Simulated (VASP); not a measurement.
# BN (F-43m) in VASP: settings compared, part 2 of 2

VASP 6.6.1. Earlier steps stand in the parts before.

### 4 Dielectric tensor, LDA

INCAR reads:

```
SYSTEM = BN
ALGO = Normal ; EDIFF = 1E-8
ENCUT = 520 ; ISIF = 2
ISMEAR = 0 ; LASPH = .TRUE.
LCHARG = .FALSE. ; LEPSILON = .TRUE.
LREAL = .FALSE. ; LWAVE = .FALSE.
NELM = 100 ; PREC = Accurate
SIGMA = 0.01
```

KPOINTS reads:

```
k-points
0
G
  13 13 13
  0 0 0
```

POSCAR reads:

```
BN
1.0
    0.0000000000      1.8130010000      1.8130010000
    1.8130010000      0.0000000000      1.8130010000
    1.8130010000      1.8130010000      0.0000000000
N B
1 1
Direct
    0.2500000000      0.2500000000      0.2500000000
    0.0000000000      0.0000000000      0.0000000000
```

Potentials or basis: VASP PAW LDA potentials, release 64 (N, B).

Started as:

```sh
cat potpaw_LDA.64/N/POTCAR potpaw_LDA.64/B/POTCAR > POTCAR
mpirun -np 1 vasp_std > vasp.out
```

OUTCAR:

```text
SYSTEM = BN
   EDIFF = 1E-8
   ENCUT = 520
   ISIF = 2
   ISMEAR = 0
   LASPH = .TRUE.
   LEPSILON = .TRUE.
   LREAL = .FALSE.
   NELM = 100
   PREC = Accurate

 ion  position               nearest neighbor table
   1  0.250  0.250  0.250-   2 1.57   2 1.57   2 1.57   2 1.57
   2  0.000  0.000  0.000-   1 1.57   1 1.57   1 1.57   1 1.57

  LATTYP: Found a face centered cubic cell.
 ALAT       =     3.6260020000

  Lattice vectors:

 A1 = (   0.0000000000,   1.8130010000,   1.8130010000)
 A2 = (   1.8130010000,   0.0000000000,   1.8130010000)
 A3 = (   1.8130010000,   1.8130010000,   0.0000000000)

Analysis of symmetry for initial positions (statically):
=====================================================================
 Subroutine PRICEL returns:
 Original cell was already a primitive cell.

 Routine SETGRP: Setting up the symmetry group for a
 face centered cubic supercell.

 Subroutine GETGRP returns: Found 24 space group operations
 (whereof 24 operations were pure point group operations)
 out of a pool of 48 trial point group operations.

The static configuration has the point symmetry T_d .

Analysis of symmetry for dynamics (positions and initial velocities):
=====================================================================
 Subroutine PRICEL returns:
 Original cell was already a primitive cell.

 Routine SETGRP: Setting up the symmetry group for a
 face centered cubic supercell.

 Subroutine GETGRP returns: Found 24 space group operations
 (whereof 24 operations were pure point group operations)
 out of a pool of 48 trial point group operations.

The dynamic configuration has the point symmetry T_d .

 Subroutine INISYM returns: Found 24 space group operations
 (whereof 24 operations are pure point group operations),
 and found     1 'primitive' translations

----------------------------------------------------------------------------------------

                                     Primitive cell

  volume of cell :      11.9186

  direct lattice vectors                    reciprocal lattice vectors
     0.000000000  1.813001000  1.813001000    -0.275785838  0.275785838  0.275785838
     1.813001000  0.000000000  1.813001000     0.275785838 -0.275785838  0.275785838
     1.813001000  1.813001000  0.000000000     0.275785838  0.275785838 -0.275785838

  length of vectors
     2.563970603  2.563970603  2.563970603     0.477675083  0.477675083  0.477675083

  position of ions in fractional coordinates (direct lattice)
     0.250000000  0.250000000  0.250000000
     0.000000000  0.000000000  0.000000000

  ion indices of the primitive-cell ions
   primitive index   ion index
                 1           1
                 2           2

[... 374 lines left out ...]
  band No.  band energies     occupation
      1      -8.7053      2.00000
      2      -1.9235      2.00000
      3       4.0435      2.00000
      4       4.4583      2.00000
      5      16.0116      0.00000
      6      19.2571      0.00000
      7      19.5751      0.00000
      8      21.6946      0.00000

 [... further k-points ...]

  FORCE on cell =-STRESS in cart. coord.  units (eV):
  Direction    XX          YY          ZZ          XY          YZ          ZX
  --------------------------------------------------------------------------------------
  -------------------------------------------------------------------------------------
  Total       -0.9945699     -0.9945699     -0.9945699      0.0000000     -0.0000000      0.0000000
  in kB     -133.6970367   -133.6970367   -133.6970367      0.0000000     -0.0000000      0.0000000
  external PRESSURE =    -133.6970367 kB  Pullay stress =       0.0000000 kB

 VOLUME and BASIS-vectors are now :
 -----------------------------------------------------------------------------
  energy-cutoff  :      520.00
  volume of cell :       11.92
      direct lattice vectors                 reciprocal lattice vectors
     0.000000000  1.813001000  1.813001000    -0.275785838  0.275785838  0.275785838
     1.813001000  0.000000000  1.813001000     0.275785838 -0.275785838  0.275785838
     1.813001000  1.813001000  0.000000000     0.275785838  0.275785838 -0.275785838

 POSITION                                       TOTAL-FORCE (eV/Angst)
 -----------------------------------------------------------------------------------
      0.90650      0.90650      0.90650         0.000000      0.000000      0.000000
      0.00000      0.00000      0.00000        -0.000000     -0.000000     -0.000000
 -----------------------------------------------------------------------------------
    total drift:                               -0.000000     -0.000000     -0.000000

  FREE ENERGIE OF THE ION-ELECTRON SYSTEM (eV)
  ---------------------------------------------------
  free  energy   TOTEN  =       -19.3967744048 eV

  energy  without entropy=      -19.3967744048  energy(sigma->0) =      -19.39677440

 HEAD OF MICROSCOPIC STATIC DIELECTRIC TENSOR (INDEPENDENT PARTICLE, excluding Hartree and local field effects)
 ------------------------------------------------------
           4.757250     0.000000     0.000000
           0.000000     4.757250     0.000000
          -0.000000     0.000000     4.757250
 ------------------------------------------------------

 Free energy of the ion-electron system (eV)
  ---------------------------------------------------
  ---------------------------------------------------
  free energy    TOTEN  =        -0.12589236 eV

  energy without entropy =       -0.12589236

------------------------ aborting loop because EDIFF is reached ----------------------------------------

--------------------------------------- Ionic step        2  -------------------------------------------

------------------------ aborting loop because EDIFF is reached ----------------------------------------

--------------------------------------- Ionic step        3  -------------------------------------------

 Free energy of the ion-electron system (eV)
  ---------------------------------------------------
  ---------------------------------------------------
  free energy    TOTEN  =        -0.12589225 eV

  energy without entropy =       -0.12589225

------------------------ aborting loop because EDIFF is reached ----------------------------------------

 PIEZOELECTRIC TENSOR FIELD DIRECTION 3  (e Angst)
 -----------------------------------------------------------------------------
    -0.00034 -0.76393  0.00000           ( -0.00000 -0.01085  0.00000)
    -0.76393 -0.00034  0.00000           ( -0.01085 -0.00000  0.00000)
     0.00000  0.00000  0.00025           (  0.00000  0.00000 -0.00000)

 PIEZOELECTRIC TENSOR FIELD DIRECTION 3  (C/m^2)
 -----------------------------------------------------------------------------
    -0.00045 -1.02692  0.00000
    -1.02692 -0.00045  0.00000
     0.00000  0.00000  0.00033

 MACROSCOPIC STATIC DIELECTRIC TENSOR (including local field effects in DFT)
 ------------------------------------------------------
           4.599452    -0.000000     0.000000
           0.000000     4.599452     0.000000
          -0.000000     0.000000     4.599452
 ------------------------------------------------------

 PIEZOELECTRIC TENSOR (including local field effects)  for field in x, y, z        (e  Angst)
          XX          YY          ZZ          XY          YZ          ZX
  --------------------------------------------------------------------------------
  x    -0.00000    -0.00000    -0.00000     0.00000    -0.76439     0.00000
  y     0.00000    -0.00000     0.00000     0.00000     0.00000    -0.76439
  z     0.00000    -0.00000    -0.00000    -0.76439     0.00000     0.00000

 PIEZOELECTRIC TENSOR (including local field effects)  for field in x, y, z        (C/m^2)
          XX          YY          ZZ          XY          YZ          ZX
  --------------------------------------------------------------------------------
  x    -0.00000    -0.00000    -0.00000     0.00000    -1.02754     0.00000
  y     0.00000    -0.00000     0.00000     0.00000     0.00000    -1.02754
  z     0.00000    -0.00000    -0.00000    -1.02754     0.00000     0.00000

 BORN EFFECTIVE CHARGES (including local field effects) (in |e|, cummulative output)
 ---------------------------------------------------------------------------------
 ion    1
    1    -1.89071    -0.00000     0.00000
    2    -0.00000    -1.89071    -0.00000
    3     0.00000    -0.00000    -1.89071
 ion    2
    1     1.89071     0.00000    -0.00000
    2     0.00000     1.89071     0.00000
    3    -0.00000     0.00000     1.89071
```

stdout:

```text
POSCAR found type information on POSCAR N B
 POSCAR found :  2 types and       2 ions
 scaLAPACK will be used
 LDA part: xc-table for (Slater(with rela. corr.)+CA(PZ))
 , standard interpolation
 POSCAR, INCAR and KPOINTS ok, starting setup
 FFT: planning ... GRIDC
 FFT: planning ... GRID_SOFT
 FFT: planning ... GRID
 WAVECAR not read
 entering main loop
 Linear response reoptimize wavefunctions to high precision
 Linear response G [H, r] |phi>, progress :
  Direction:   1
 Linear response G [H, r] |phi>, progress :
  Direction:   2
 Linear response G [H, r] |phi>, progress :
  Direction:   3
 Linear response to external field (no local field effect), progress :
  Direction:   1
 dielectric tensor                  component  1 :     5.449     1.884     0.497
 Linear response to external field (no local field effect), progress :
  Direction:   2
 dielectric tensor                  component  2 :     1.884     5.439    -0.643
 Linear response to external field (no local field effect), progress :
  Direction:   3
 dielectric tensor                  component  3 :     0.497    -0.642     3.384
 Linear response to external field, progress :
  Direction:   1
 dielectric tensor                  component  1 :     4.599     0.639     0.405
 Linear response to external field, progress :
  Direction:   2
 dielectric tensor                  component  2 :     0.439     4.599     0.425
 Linear response to external field, progress :
  Direction:   3
 dielectric tensor                  component  3 :     0.372     0.672     4.599
 Born effective charges drift removed
```

It took 82 s on 1 thread of Intel Xeon 6975P-C, shared host; peak memory 0.19 GiB.

What came out:

```yaml
Band_gap_on_the_k_mesh: 4.41 eV, indirect (least direct gap 8.64 eV)
Electronic_dielectric_tensor_diagonal: 4.60
Born_charges_mean_of_the_diagonal: N -1.89; B +1.89 e
```

Levels at points of the mesh, in eV from the valence-band top:
```tsv
k point	band 2	band 3	band 4	band 5	band 6	band 7
(0.00, 0.00, 0.00)	0.00	0.00	0.00	8.64	8.64	8.64
```

Electronic dielectric tensor:
```
4.60 0.00 0.00
0.00 4.60 0.00
0.00 0.00 4.60
```

Born effective charge tensors (e):
atom 1, N
```
-1.89  0.00  0.00
 0.00 -1.89  0.00
 0.00  0.00 -1.89
```
atom 2, B
```
1.89 0.00 0.00
0.00 1.89 0.00
0.00 0.00 1.89
```

A k mesh can miss the band edges. Expect the measured gap to be larger: semilocal functionals such as LDA lack the derivative discontinuity.
